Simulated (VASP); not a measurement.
# SiO2 (Ia-3d) in VASP: settings compared, part 2 of 2

VASP 6.6.1. Earlier steps stand in the parts before.

**3. Electric field gradients, r2SCAN**

Input file POSCAR:

```
SiO2
1.0
   -5.0654257622      5.0654257622      5.0654257622
    5.0654257622     -5.0654257622      5.0654257622
    5.0654257622      5.0654257622     -5.0654257622
Si O
12 24
Direct
    0.1250000000      0.7500000000      0.8750000000
    0.7500000000      0.3750000000      0.6250000000
    0.6250000000      0.3750000000      0.2500000000
    0.7500000000      0.8750000000      0.1250000000
    0.1250000000      0.8750000000      0.2500000000
    0.2500000000      0.1250000000      0.8750000000
    0.8750000000      0.1250000000      0.7500000000
    0.3750000000      0.6250000000      0.7500000000
    0.3750000000      0.2500000000      0.6250000000
    0.8750000000      0.2500000000      0.1250000000
    0.2500000000      0.6250000000      0.3750000000
    0.6250000000      0.7500000000      0.3750000000
    0.3145468600      0.4072734300      0.6572734300
    0.3427265700      0.6854531400      0.5927265700
    0.2500000000      0.6572734300      0.8427265700
    0.4072734300      0.2500000000      0.0927265700
    0.1572734300      0.9072734300      0.8145468600
    0.2500000000      0.0927265700      0.4072734300
    0.5927265700      0.3427265700      0.6854531400
    0.1572734300      0.7500000000      0.3427265700
    0.9072734300      0.8145468600      0.1572734300
    0.4072734300      0.6572734300      0.3145468600
    0.7500000000      0.3427265700      0.1572734300
    0.5927265700      0.7500000000      0.9072734300
    0.6572734300      0.8427265700      0.2500000000
    0.3427265700      0.1572734300      0.7500000000
    0.9072734300      0.5927265700      0.7500000000
    0.6572734300      0.3145468600      0.4072734300
    0.0927265700      0.4072734300      0.2500000000
    0.0927265700      0.1854531400      0.8427265700
    0.7500000000      0.9072734300      0.5927265700
    0.8427265700      0.2500000000      0.6572734300
    0.1854531400      0.8427265700      0.0927265700
    0.8145468600      0.1572734300      0.9072734300
    0.8427265700      0.0927265700      0.1854531400
    0.6854531400      0.5927265700      0.3427265700
```

Input file INCAR.step1:

```
SYSTEM = SiO2
PREC = Accurate
ENCUT = 520
ISMEAR = -1
SIGMA = 0.02
LREAL = Auto
LASPH = .True.
NELM = 100
NBANDS = 120
GGA = PE
ALGO = Normal
EDIFF = 1E-4
LWAVE = .True.
LCHARG = .False.
LUSENCCL = .False.
```

Input file INCAR.step2:

```
SYSTEM = SiO2
PREC = Accurate
ENCUT = 520
EDIFF = 1E-8
ISMEAR = -1
SIGMA = 0.02
LREAL = Auto
LASPH = .True.
NELM = 100
ALGO = Normal
ISIF = 2
LWAVE = .False.
LCHARG = .False.
METAGGA = R2SCAN
LMIXTAU = .True.
LEFG = .True.
NBANDS = 120
ISTART = 1
LUSENCCL = .False.
```

Input file KPOINTS:

```
regular mesh
0
Gamma
  4 4 4
  0 0 0
```

Potentials or basis: VASP PAW PBE potentials, release 64 (Si, O).

The run is started by

```sh
$ cat potpaw_PBE.64/Si/POTCAR potpaw_PBE.64/O/POTCAR > POTCAR
$ cp INCAR.step1 INCAR
$ mpirun -np 1 vasp_std > vasp.out
$ cp INCAR.step2 INCAR
$ mpirun -np 1 vasp_std > vasp.out
```

OUTCAR:

```text
SYSTEM = SiO2
   PREC = Accurate
   ENCUT = 520
   EDIFF = 1E-8
   ISMEAR = -1
   LREAL = Auto
   LASPH = .True.
   NELM = 100
   ISIF = 2
   METAGGA = R2SCAN
   ISTART = 1

 ion  position               nearest neighbor table
   1  0.125  0.750  0.875-  15 1.61  27 1.61  17 1.61  33 1.61   2 3.10   5 3.10   6 3.10   8 3.10

   2  0.750  0.375  0.625-  27 1.61  32 1.61  19 1.61  28 1.61   1 3.10   3 3.10   7 3.10   9 3.10

   3  0.625  0.375  0.250-  28 1.61  36 1.61  16 1.61  23 1.61   2 3.10   6 3.10  10 3.10  12 3.10
[... 41 lines left out ...]
  35  0.843  0.093  0.185-  10 1.61   4 1.61
  36  0.685  0.593  0.343-   3 1.61  12 1.61

  LATTYP: Found a body centered cubic cell.
 ALAT       =    10.1308515244

[... 1234 lines left out ...]
  36      42.792   -21.396   -21.396   -45.514    45.524   -18.715
---------------------------------------------------------------------

 Electric field gradients after diagonalization (V/A^2)
 (convention: |V_zz| > |V_xx| > |V_yy|)
----------------------------------------------------------------------
 ion       V_xx      V_yy      V_zz     asymmetry (V_yy - V_xx)/ V_zz
----------------------------------------------------------------------
   1      -3.972    -3.972     7.944       0.000
   2      -3.972    -3.972     7.944       0.000
   3      -3.972    -3.972     7.944       0.000
   4      -3.972    -3.972     7.944       0.000
   5      -3.972    -3.972     7.944       0.000
   6      -3.972    -3.972     7.944       0.000
[... 28 lines left out ...]
  35     -48.216   -40.111    88.327       0.092
  36     -48.216   -40.111    88.327       0.092
----------------------------------------------------------------------

           NMR quadrupolar parameters

 Cq : quadrupolar parameter    Cq=e*Q*V_zz/h
 eta: asymmetry parameters     (V_yy - V_xx)/ V_zz
 Q  : nuclear electric quadrupole moment in mb (millibarn)
----------------------------------------------------------------------
 ion       Cq(MHz)       eta       Q (mb)
----------------------------------------------------------------------
   1       0.019       0.000       1.000
   2       0.019       0.000       1.000
   3       0.019       0.000       1.000
   4       0.019       0.000       1.000
   5       0.019       0.000       1.000
   6       0.019       0.000       1.000
[... 28 lines left out ...]
  35       0.214       0.092       1.000
  36       0.214       0.092       1.000
----------------------------------------------------------------------
```

OUTCAR.step1:

```text
SYSTEM = SiO2
   PREC = Accurate
   ENCUT = 520
   ISMEAR = -1
   LREAL = Auto
   LASPH = .True.
   NELM = 100
[... 1211 lines left out ...]
      3.79907      5.06543     -2.53271        -0.000000     -0.000000     -0.000000
[... 28 lines left out ...]
     -2.85967      4.73847      3.79907         0.183986      0.183986     -0.000000
      1.26636      2.20576      4.73847         0.000000      0.183986      0.183986
 -----------------------------------------------------------------------------------
    total drift:                               -0.000000     -0.000000      0.000000

  FREE ENERGIE OF THE ION-ELECTRON SYSTEM (eV)
  ---------------------------------------------------
  free  energy   TOTEN  =      -284.3256709934 eV

  energy  without entropy=     -284.3256709934  energy(sigma->0) =     -284.32567099
```

OSZICAR.step1:

```text
N       E                     dE             d eps       ncg     rms          rms(c)
DAV:   1     0.135502596229E+04    0.13550E+04   -0.99135E+04  1936   0.146E+03
DAV:   2    -0.200116222406E+03   -0.15551E+04   -0.15164E+04  2336   0.343E+02
DAV:   3    -0.321854297787E+03   -0.12174E+03   -0.12116E+03  2272   0.104E+02
DAV:   4    -0.323945530398E+03   -0.20912E+01   -0.20856E+01  2280   0.146E+01
DAV:   5    -0.323996750282E+03   -0.51220E-01   -0.51174E-01  2280   0.213E+00    0.515E+01
DAV:   6    -0.284389550820E+03    0.39607E+02   -0.16991E+02  2128   0.359E+01    0.239E+01
DAV:   7    -0.284334236311E+03    0.55315E-01   -0.43587E+00  2472   0.541E+00    0.894E+00
DAV:   8    -0.284281098696E+03    0.53138E-01   -0.23340E-01  2240   0.186E+00    0.334E+00
DAV:   9    -0.284314442749E+03   -0.33344E-01   -0.11435E-01  2160   0.125E+00    0.657E-01
DAV:  10    -0.284325783309E+03   -0.11341E-01   -0.16513E-02  2088   0.365E-01    0.201E-01
DAV:  11    -0.284325619507E+03    0.16380E-03   -0.50141E-03  2256   0.216E-01    0.462E-02
DAV:  12    -0.284325670993E+03   -0.51486E-04   -0.12431E-04  1448   0.390E-02
   1 F= -.28432567E+03 E0= -.28432567E+03  d E =-.196568E-11
```

It took 4.9 min on 1 × NVIDIA H100 80GB with 1 thread of AMD EPYC 7R13 (Zen 3), shared host; peak memory 1.8 GiB.

Results:

| Property | Result |
| --- | --- |
| Free energy | -357.2892 eV |
| Pressure | 0.3 GPa |
| Largest force | 0.012 eV/Å |
| Band gap on the k mesh | 6.40 eV (least direct gap 6.41 eV) |
| Largest electric field gradient by atom | Si +7.9; O +88.3 V/Å² |

Forces in eV/Å, atoms in the order of the input:
```
Si   0.000  0.000  0.000
Si   0.000  0.000  0.000
Si   0.000  0.000  0.000
Si   0.000  0.000  0.000
Si   0.000  0.000  0.000
Si   0.000  0.000  0.000
Si   0.000  0.000  0.000
Si   0.000  0.000  0.000
Si   0.000  0.000  0.000
Si   0.000  0.000  0.000
Si   0.000  0.000  0.000
Si   0.000  0.000  0.000
O    0.000 -0.008 -0.008
O    0.008  0.000  0.008
O    0.000  0.008 -0.008
O    0.008  0.000 -0.008
O   -0.008 -0.008  0.000
O    0.000 -0.008  0.008
O    0.008  0.008  0.000
O    0.008  0.000 -0.008
O   -0.008  0.000 -0.008
O   -0.008 -0.008  0.000
O    0.000 -0.008  0.008
O   -0.008  0.000  0.008
O    0.008 -0.008  0.000
O   -0.008  0.008  0.000
O    0.008 -0.008  0.000
O   -0.008  0.000 -0.008
O   -0.008  0.008  0.000
O    0.008  0.000  0.008
O    0.000  0.008 -0.008
O   -0.008  0.000  0.008
O    0.000  0.008  0.008
O    0.000 -0.008 -0.008
O    0.008  0.008  0.000
O    0.000  0.008  0.008
```

Levels at points of the mesh, in eV from the valence-band top:
| k point | band 93 | band 94 | band 95 | band 96 | band 97 | band 98 | band 99 | band 100 |
| --- | --- | --- | --- | --- | --- | --- | --- | --- |
| (0.00, 0.00, 0.00) | -0.05 | -0.01 | -0.01 | -0.01 | 6.40 | 9.34 | 9.34 | 9.34 |
| (0.50, 0.00, 0.00) | -0.18 | -0.18 | -0.01 | -0.01 | 7.54 | 7.54 | 8.88 | 8.88 |
| (0.50, 0.50, 0.50) | -0.31 | -0.31 | -0.11 | -0.11 | 8.40 | 8.40 | 8.40 | 8.40 |

Electric field gradients, principal values (V/Å²):
```tsv
atom	least	middle	greatest (by size)
1 Si	-3.972	-3.972	7.944
2 Si	-3.972	-3.972	7.944
3 Si	-3.972	-3.972	7.944
4 Si	-3.972	-3.972	7.944
5 Si	-3.972	-3.972	7.944
6 Si	-3.972	-3.972	7.944
7 Si	-3.972	-3.972	7.944
8 Si	-3.972	-3.972	7.944
9 Si	-3.972	-3.972	7.944
10 Si	-3.972	-3.972	7.944
11 Si	-3.972	-3.972	7.944
12 Si	-3.972	-3.972	7.944
13 O	-40.111	-48.216	88.327
14 O	-40.111	-48.216	88.327
15 O	-40.121	-48.203	88.324
16 O	-40.121	-48.216	88.337
17 O	-40.111	-48.216	88.327
18 O	-40.121	-48.216	88.337
19 O	-40.111	-48.216	88.327
20 O	-40.121	-48.203	88.324
21 O	-40.111	-48.216	88.327
22 O	-40.111	-48.216	88.327
23 O	-40.121	-48.203	88.324
24 O	-40.121	-48.216	88.337
25 O	-40.121	-48.203	88.324
26 O	-40.121	-48.203	88.324
27 O	-40.121	-48.216	88.337
28 O	-40.111	-48.216	88.327
29 O	-40.121	-48.216	88.337
30 O	-40.111	-48.216	88.327
31 O	-40.121	-48.216	88.337
32 O	-40.121	-48.203	88.324
33 O	-40.111	-48.216	88.327
34 O	-40.111	-48.216	88.327
35 O	-40.111	-48.216	88.327
36 O	-40.111	-48.216	88.327
```

Caveat: without QUAD_EFG the Cq values of the log hold for a quadrupole moment of 1 mb, not for the nuclei; the PAW data sets were made with another functional, which shifts forces and pressure a little. A k mesh can miss the band edges.
